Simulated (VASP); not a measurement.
# F (C2/m) in VASP: notebook

The runs below take F through single point, with PBEsol.

Program: VASP 6.6.1. These are calculated values, not measurements. Logs are shortened: lines on timing, memory, paths and dates and some standing lists are left out, and cuts for length are marked.

## (1) The cell of the first run

Symmetry: C2/m, No. 12, monoclinic system. Conventional cell: a = 6.161 Å, b = 3.530 Å, c = 7.437 Å, α = 90.00°, β = 112.50°, γ = 90.00°. Within 1.6 Å of F (site symmetry m) lie 1 F at 1.23 Å. Within 1.9 Å of F (site symmetry m) lie 1 F at 1.39 Å.

## (2) Single point, PBEsol (atoms shifted along a free coordinate)

File INCAR:

```
SYSTEM = F
ALGO = Normal
EDIFF = 1E-6
ENCUT = 520
GGA = PS
ISIF = 2
ISMEAR = 0
LASPH = .True.
LCHARG = .False.
LREAL = .False.
LWAVE = .False.
NBANDS = 22
NELM = 80
PREC = Accurate
SIGMA = 0.05
```

File KPOINTS:

```
k-points
0
Gamma
  4 4 2
  0 0 0
```

File POSCAR:

```
F
1.0
    3.0712726503     -1.7651656529     -0.2368830422
    3.0712726503      1.7651656529     -0.2368830422
   -2.3093624171      0.0000000000      7.0690049337
F
4
Direct
    0.0848459664      0.0848459664      0.0780195948
    0.9151540336      0.9151540336      0.9219804052
    0.5015719855      0.5015719855      0.5937195244
    0.4984280145      0.4984280145      0.4062804756
```

Potentials or basis: VASP PAW PBE potentials, release 64 (F).

Launch:

```bash
> cat potpaw_PBE.64/F/POTCAR > POTCAR
> mpirun -np 1 vasp_std > vasp.out
```

OUTCAR:

```text
SYSTEM = F
   EDIFF = 1E-6
   ENCUT = 520
   GGA = PS
   ISIF = 2
   ISMEAR = 0
   LASPH = .True.
   LREAL = .False.
   NELM = 80
   PREC = Accurate

 ion  position               nearest neighbor table
   1  0.085  0.085  0.078-   2 1.23
   2  0.915  0.915  0.922-   1 1.23
   3  0.502  0.502  0.594-   4 1.39
   4  0.498  0.498  0.406-   3 1.39

  LATTYP: Found a base centered monoclinic cell.
 ALAT       =     6.1607886729
 B/A-ratio  =     0.5730323654
 C/A-ratio  =     1.2070962569
 COS(beta)  =    -0.3827161857

  Lattice vectors:

 A1 = (   3.0712726503,  -1.7651656529,  -0.2368830422)
 A2 = (   3.0712726503,   1.7651656529,  -0.2368830422)
 A3 = (  -2.3093624171,   0.0000000000,   7.0690049337)

Analysis of symmetry for initial positions (statically):
=====================================================================
 Subroutine PRICEL returns:
 Original cell was already a primitive cell.

 Routine SETGRP: Setting up the symmetry group for a
 base centered monoclinic supercell.

 Subroutine GETGRP returns: Found  4 space group operations
 (whereof  4 operations were pure point group operations)
 out of a pool of  4 trial point group operations.

The static configuration has the point symmetry C_2h.

Analysis of symmetry for dynamics (positions and initial velocities):
=====================================================================
 Subroutine PRICEL returns:
 Original cell was already a primitive cell.

 Routine SETGRP: Setting up the symmetry group for a
 base centered monoclinic supercell.

 Subroutine GETGRP returns: Found  4 space group operations
 (whereof  4 operations were pure point group operations)
 out of a pool of  4 trial point group operations.

The dynamic configuration has the point symmetry C_2h.

 Subroutine INISYM returns: Found  4 space group operations
 (whereof  4 operations are pure point group operations),
 and found     1 'primitive' translations

----------------------------------------------------------------------------------------

                                     Primitive cell

  volume of cell :      74.7152

  direct lattice vectors                    reciprocal lattice vectors
     3.071272650 -1.765165653 -0.236883042     0.167007044 -0.283259534  0.054559276
     3.071272650  1.765165653 -0.236883042     0.167007044  0.283259534  0.054559276
    -2.309362417  0.000000000  7.069004934     0.011192845  0.000000000  0.145119199

  length of vectors
     3.550301262  3.550301262  7.436664946     0.333322713  0.333322713  0.145550203

  position of ions in fractional coordinates (direct lattice)
     0.084845966  0.084845966  0.078019595
     0.915154034  0.915154034  0.921980405
     0.501571986  0.501571986  0.593719524
     0.498428014  0.498428014  0.406280476

  ion indices of the primitive-cell ions
   primitive index   ion index
                 1           1
                 2           2
                 3           3
                 4           4

----------------------------------------------------------------------------------------

 KPOINTS: k-points

Automatic generation of k-mesh.
 Grid dimensions read from file:
 generate k-points for:    4    4    2

 Generating k-lattice:

  Cartesian coordinates                     Fractional coordinates (reciprocal lattice)
     0.041751761 -0.070814883  0.013639819     0.250000000 -0.000000000  0.000000000
     0.041751761  0.070814883  0.013639819    -0.000000000  0.250000000  0.000000000
     0.005596422  0.000000000  0.072559600     0.000000000  0.000000000  0.500000000

  Length of vectors
     0.083330678  0.083330678  0.072775102

  Shift w.r.t. Gamma in fractional coordinates (k-lattice)
     0.000000000  0.000000000  0.000000000

 Subroutine IBZKPT returns following result:
 ===========================================

 Found     14 irreducible k-points:

 Following reciprocal coordinates:
            Coordinates               Weight
  0.000000  0.000000  0.000000      1.000000
  0.250000 -0.000000 -0.000000      4.000000
  0.500000 -0.000000 -0.000000      2.000000
  0.250000  0.250000 -0.000000      2.000000
  0.500000  0.250000 -0.000000      4.000000
 -0.250000  0.250000  0.000000      2.000000
  0.500000  0.500000 -0.000000      1.000000
  0.000000  0.000000  0.500000      1.000000
  0.250000 -0.000000  0.500000      4.000000
  0.500000  0.000000  0.500000      2.000000
  0.250000  0.250000  0.500000      2.000000
  0.500000  0.250000  0.500000      4.000000
 -0.250000  0.250000  0.500000      2.000000
  0.500000  0.500000  0.500000      1.000000
   k-points           NKPTS =     14   k-points in BZ     NKDIM =     14   number of bands    NBANDS=     22
   number of dos      NEDOS =    301   number of ions     NIONS =      4
   total plane-waves  NPLWV =  43904
   dimension x,y,z NGX =    28 NGY =   28 NGZ =   56
   dimension x,y,z NGXF=    56 NGYF=   56 NGZF=  112
   ions per type =               4
   NGX,Y,Z   is equivalent  to a cutoff of  13.11, 13.11, 12.52 a.u.
   NGXF,Y,Z  is equivalent  to a cutoff of  26.22, 26.22, 25.04 a.u.
 SYSTEM =  F
   PREC   = accura    normal or accurate (medium, high low for compatibility)
   ISTART =      0    job   : 0-new  1-cont  2-samecut
   ICHARG =      2    charge: 1-file 2-atom 10-const
   ISPIN  =      1    spin polarized calculation?
   LNONCOLLINEAR =      F non collinear calculations
   LSORBIT =      F    spin-orbit coupling
   LASPH  =      T    aspherical Exc in radial PAW
   ENCUT  =  520.0 eV  38.22 Ry    6.18 a.u.   6.60  6.60 13.83*2*pi/ulx,y,z
   NELM   =     80;   NELMIN=  2; NELMDL= -5     # of ELM steps
   EDIFF  = 0.1E-05   stopping-criterion for ELM
   LREAL  =      F    real-space projection
   EDIFFG = 0.1E-04   stopping-criterion for IOM
   NSW    =      0    number of steps for IOM
   IBRION =     -1    ionic relax: 0-MD 1-quasi-New 2-CG
   NFREE  =      0    steps in history (QN), initial steepest desc. (CG)
   ISIF   =      2    stress and relaxation
   ISYM   =      2    0-nonsym 1-usesym 2-fastsym
   POTIM  = 0.5000    time-step for ionic-motion
   TEBEG  =    0.0;   TEEND  =   0.0 temperature during run
   PSTRESS=    0.0 pullay stress
   NELECT =      28.0000    total number of electrons
   NUPDOWN=      -1.0000    fix difference up-down
   EMIN   =  10.00;   EMAX   =-10.00  energy-range for DOS
   EFERMI =   0.00;   METHOD = LEGACY
   ISMEAR =     0;   SIGMA  =   0.05  broadening in eV -4-tet -1-fermi 0-gaus
   EFERMI_NEDOS =   21; number of points for ismear=-14 and -15
   IALGO  =     38    algorithm
   IMIX   =      4    mixing-type and parameters
     AMIX     =   0.40;   BMIX     =  1.00
     AMIX_MAG =   1.60;   BMIX_MAG =  1.00
  volume/ion in A,a.u.               =      18.68       126.05
  Fermi-wavevector in a.u.,A,eV,Ry     =   1.180297  2.230437 18.954280  1.393100
  Thomas-Fermi vector in A             =   2.316592
   LORBIT       =      0    0 simple, 1 ext, 2 COOP (PROOUT), +10 PAW based schemes
   GGA     = PS    functional components
   LHFCALC =     F    Hartree Fock is set to
   AEXX    =    0.0000 exact exchange contribution
   IVDW    =     0    specifies the selected vdW correction
   LEPSILON=     F    determine dielectric tensor
   LRPA    =     F    only Hartree local field effects (RPA)
 non-spin polarized calculation
 Gauss-broadening in eV      SIGMA  =   0.05
  energy-cutoff  :      520.00
  volume of cell :       74.72
 maximum number of plane-waves:      2036
 NGX is ok and might be reduce to    28
   NGX = 13   NGY = 13   NGZ = 27

 number of electron      28.0000010 magnetization

 Free energy of the ion-electron system (eV)
  ---------------------------------------------------
  ext. energy  EPLUGINS =         0.00000000
  ---------------------------------------------------
  free energy    TOTEN  =        -6.86125201 eV

  energy without entropy =       -6.86125201  energy(sigma->0) =       -6.86125201

 E-fermi :  -4.6509     XC(G=0):  -6.7992

 val. band max:       -4.9061323014   @ k =   0.5000   0.5000  -0.0000
 cond. band min:      -2.0474642768   @ k =   0.0000   0.0000   0.0000
 fundamental gap:      2.8586680247
 Fermi energy:        -4.6508978011

 k-point     1 :       0.0000    0.0000    0.0000
  band No.  band energies     occupation
      1     -33.9313      2.00000
      2     -30.8511      2.00000
      3     -23.8930      2.00000
      4     -22.6731      2.00000
      5     -12.8781      2.00000
      6     -11.9669      2.00000
[... 14 lines left out ...]
     21      13.6258      0.00000
     22      14.5999      0.00000

 k-point     2 :       0.2500   -0.0000   -0.0000
  band No.  band energies     occupation
      1     -33.9183      2.00000
      2     -30.8336      2.00000
      3     -23.8777      2.00000
      4     -22.6753      2.00000
      5     -12.8108      2.00000
      6     -12.0020      2.00000
[... 14 lines left out ...]
     21      11.4891      0.00000
     22      13.2241      0.00000

 k-point     3 :       0.5000   -0.0000   -0.0000
  band No.  band energies     occupation
      1     -33.9052      2.00000
      2     -30.8162      2.00000
      3     -23.8624      2.00000
      4     -22.6778      2.00000
      5     -12.7275      2.00000
      6     -12.0487      2.00000
[... 14 lines left out ...]
     21      10.4593      0.00000
     22      10.5772      0.00000
[... 226 lines left out ...]
 k-point    13 :      -0.2500    0.2500    0.5000
  band No.  band energies     occupation
      1     -33.9052      2.00000
      2     -30.8163      2.00000
      3     -23.8626      2.00000
      4     -22.6778      2.00000
      5     -12.7289      2.00000
      6     -12.0391      2.00000
[... 14 lines left out ...]
     21      10.6823      0.00000
     22      10.7609      0.00000

 k-point    14 :       0.5000    0.5000    0.5000
  band No.  band energies     occupation
      1     -33.9016      2.00000
      2     -30.8127      2.00000
      3     -23.8759      2.00000
      4     -22.7073      2.00000
      5     -12.7312      2.00000
      6     -12.0757      2.00000
[... 14 lines left out ...]
     21       9.1774      0.00000
     22       9.5392      0.00000

------------------------ aborting loop because EDIFF is reached ----------------------------------------

  FORCE on cell =-STRESS in cart. coord.  units (eV):
  Direction    XX          YY          ZZ          XY          YZ          ZX
  --------------------------------------------------------------------------------------
  -------------------------------------------------------------------------------------
  Total        4.5745484     -0.2481555     11.5454722      0.0000000      0.0000000      6.6427927
  in kB       98.0956710     -5.3213957    247.5787232      0.0000000      0.0000000    142.4466750
  external PRESSURE =     113.4509995 kB  Pullay stress =       0.0000000 kB

 VOLUME and BASIS-vectors are now :
 -----------------------------------------------------------------------------
  energy-cutoff  :      520.00
  volume of cell :       74.72
      direct lattice vectors                 reciprocal lattice vectors
     3.071272650 -1.765165653 -0.236883042     0.167007044 -0.283259534  0.054559276
     3.071272650  1.765165653 -0.236883042     0.167007044  0.283259534  0.054559276
    -2.309362417  0.000000000  7.069004934     0.011192845  0.000000000  0.145119199

 POSITION                                       TOTAL-FORCE (eV/Angst)
 -----------------------------------------------------------------------------------
      0.34099      0.00000      0.51132         6.785274      0.000000     10.253780
      3.49219      0.00000      6.08392        -6.785274      0.000000    -10.253780
      1.70982      0.00000      3.95938        -0.315677      0.000000      0.905596
      2.12337      0.00000      2.63586         0.315677      0.000000     -0.905596
 -----------------------------------------------------------------------------------
    total drift:                                0.000000      0.000000     -0.000000

  FREE ENERGIE OF THE ION-ELECTRON SYSTEM (eV)
  ---------------------------------------------------
  free  energy   TOTEN  =        -6.8612520107 eV

  energy  without entropy=       -6.8612520107  energy(sigma->0) =       -6.86125201
```

It took 51 s on 1 thread of AMD EPYC, shared host; peak memory 0.16 GiB.

What came out:

- Free energy: -6.8613 eV
- Pressure: 11.3 GPa
- Largest force: 12.296 eV/Å
- Band gap on the k mesh: 2.86 eV (least direct gap 2.91 eV)

Forces in eV/Å, atoms in the order of the input:
```
F     6.785   0.000  10.254
F    -6.785   0.000 -10.254
F    -0.316   0.000   0.906
F     0.316   0.000  -0.906
```

Stress tensor (GPa, compression positive):
```
 9.81  0.00 14.24
 0.00 -0.53  0.00
14.24  0.00 24.76
```

Levels at points of the mesh, in eV from the valence-band top:
```tsv
k point	band 10	band 11	band 12	band 13	band 14	band 15	band 16	band 17	band 18	band 19
(0.00, 0.00, 0.00)	-4.32	-0.86	-0.76	-0.20	-0.06	2.86	6.42	7.89	10.44	11.50
(0.50, 0.00, 0.00)	-4.41	-0.97	-0.87	-0.25	-0.11	2.99	6.52	11.79	11.81	13.48
(0.50, 0.50, 0.00)	-4.43	-0.91	-0.79	-0.09	0.00	2.95	6.46	12.09	12.22	12.44
(0.00, 0.00, 0.50)	-4.32	-0.87	-0.76	-0.21	-0.06	2.89	6.21	8.76	9.05	14.06
(0.50, 0.00, 0.50)	-4.42	-1.00	-0.86	-0.24	-0.08	2.96	6.54	11.58	12.53	12.79
(0.50, 0.50, 0.50)	-4.44	-0.94	-0.77	-0.12	-0.02	2.98	6.47	11.77	11.81	13.60
```

Caveat: the k points lie up to 0.52 Å⁻¹ apart; the cell differs from its parent crystal (atoms shifted along a free coordinate); the standard files for N, O and F lose accuracy on very short bonds; this functional lacks dispersion, which holds the molecules together, so the pressure and a relaxed volume are unreliable; the PAW data sets were made with another functional, which shifts forces and pressure a little. A k mesh can miss the band edges.

## (3) Single point, PBEsol (atoms shifted along a free coordinate)

File INCAR:

```
PREC = Accurate
ENCUT = 520
EDIFF = 1E-7
ISMEAR = 0
SIGMA = 0.05
LREAL = False
LASPH = True
NELM = 60
ALGO = Normal
ISIF = 2
LWAVE = False
LCHARG = True
GGA = PS
LELF = True
LVHAR = True
NBANDS = 22
```

File KPOINTS:

```
Automatic mesh
0
Gamma
  4 4 2
```

POSCAR, as its differences from that of step 2:

```diff
@@ -8,4 +8,4 @@
 Direct
-    0.0848459664      0.0848459664      0.0780195948
-    0.9151540336      0.9151540336      0.9219804052
+    0.0848459664      0.0848459664      0.1099880702
+    0.9151540336      0.9151540336      0.8900119298
     0.5015719855      0.5015719855      0.5937195244
```

Potentials or basis: VASP PAW PBE potentials, release 64 (F).

Launch:

```bash
> cat potpaw_PBE.64/F/POTCAR > POTCAR
> mpirun -np 1 vasp_std > vasp.out
```

OUTCAR:

```text
PREC = Accurate
   ENCUT = 520
   EDIFF = 1E-7
   ISMEAR = 0
   LREAL = False
   LASPH = True
   NELM = 60
   ISIF = 2
   GGA = PS

 ion  position               nearest neighbor table
   1  0.085  0.085  0.110-   2 1.57
   2  0.915  0.915  0.890-   1 1.57
   3  0.502  0.502  0.594-   4 1.39
   4  0.498  0.498  0.406-   3 1.39

  LATTYP: Found a base centered monoclinic cell.
 ALAT       =     6.1607886729
 B/A-ratio  =     0.5730323654
 C/A-ratio  =     1.2070962569
[... 534 lines left out ...]

  FORCE on cell =-STRESS in cart. coord.  units (eV):
  Direction    XX          YY          ZZ          XY          YZ          ZX
  --------------------------------------------------------------------------------------
  -------------------------------------------------------------------------------------
  Total       -0.8407687     -0.2357514     -3.7270105      0.0000000      0.0000000     -2.1003391
  in kB      -18.0292702     -5.0554036    -79.9212439      0.0000000      0.0000000    -45.0392382
  external PRESSURE =     -34.3353059 kB  Pullay stress =       0.0000000 kB

 VOLUME and BASIS-vectors are now :
 -----------------------------------------------------------------------------
  energy-cutoff  :      520.00
  volume of cell :       74.72
      direct lattice vectors                 reciprocal lattice vectors
     3.071272650 -1.765165653 -0.236883042     0.167007044 -0.283259534  0.054559276
     3.071272650  1.765165653 -0.236883042     0.167007044  0.283259534  0.054559276
    -2.309362417  0.000000000  7.069004934     0.011192845  0.000000000  0.145119199

 POSITION                                       TOTAL-FORCE (eV/Angst)
 -----------------------------------------------------------------------------------
      0.26717      0.00000      0.73731        -1.056912      0.000000     -3.110001
      3.56602      0.00000      5.85793         1.056912      0.000000      3.110001
      1.70982      0.00000      3.95938        -0.224258      0.000000      0.923158
      2.12337      0.00000      2.63586         0.224258      0.000000     -0.923158
 -----------------------------------------------------------------------------------
    total drift:                               -0.000000      0.000000      0.000000

  FREE ENERGIE OF THE ION-ELECTRON SYSTEM (eV)
  ---------------------------------------------------
  free  energy   TOTEN  =        -7.4828226709 eV

  energy  without entropy=       -7.4828226709  energy(sigma->0) =       -7.48282267
```

Wall time 86 s (1 thread of AMD EPYC, shared host); peak memory 0.16 GiB.

What came out:

```
Free energy            : -7.4828 eV
Pressure               : -3.4 GPa
Largest force          : 3.285 eV/Å
Band gap on the k mesh : 1.59 eV (least direct gap 1.68 eV)
```

Forces in eV/Å, atoms in the order of the input:
```
F   -1.057  0.000 -3.110
F    1.057  0.000  3.110
F   -0.224  0.000  0.923
F    0.224  0.000 -0.923
```

Levels at points of the mesh, in eV from the valence-band top:
| k point | band 11 | band 12 | band 13 | band 14 | band 15 | band 16 | band 17 | band 18 |
| --- | --- | --- | --- | --- | --- | --- | --- | --- |
| (0.00, 0.00, 0.00) | -0.39 | -0.20 | -0.10 | -0.08 | 1.59 | 3.65 | 8.92 | 11.37 |
| (0.50, 0.00, 0.00) | -0.45 | -0.35 | -0.26 | -0.25 | 1.76 | 3.66 | 12.83 | 13.13 |
| (0.50, 0.50, 0.00) | -0.47 | -0.35 | -0.17 | 0.00 | 1.70 | 3.64 | 13.08 | 13.33 |
| (0.00, 0.00, 0.50) | -0.27 | -0.23 | -0.19 | -0.12 | 1.67 | 3.56 | 9.64 | 9.91 |
| (0.50, 0.00, 0.50) | -0.56 | -0.41 | -0.21 | -0.05 | 1.70 | 3.66 | 12.83 | 13.68 |
| (0.50, 0.50, 0.50) | -0.43 | -0.38 | -0.22 | -0.12 | 1.77 | 3.65 | 12.79 | 12.94 |

Caveat: the k points lie up to 0.52 Å⁻¹ apart; the cell differs from its parent crystal (atoms shifted along a free coordinate); this functional lacks dispersion, which holds the molecules together, so the pressure and a relaxed volume are unreliable; the PAW data sets were made with another functional, which shifts forces and pressure a little. A k mesh can miss the band edges.

(Part 1 of 2 ends here.)
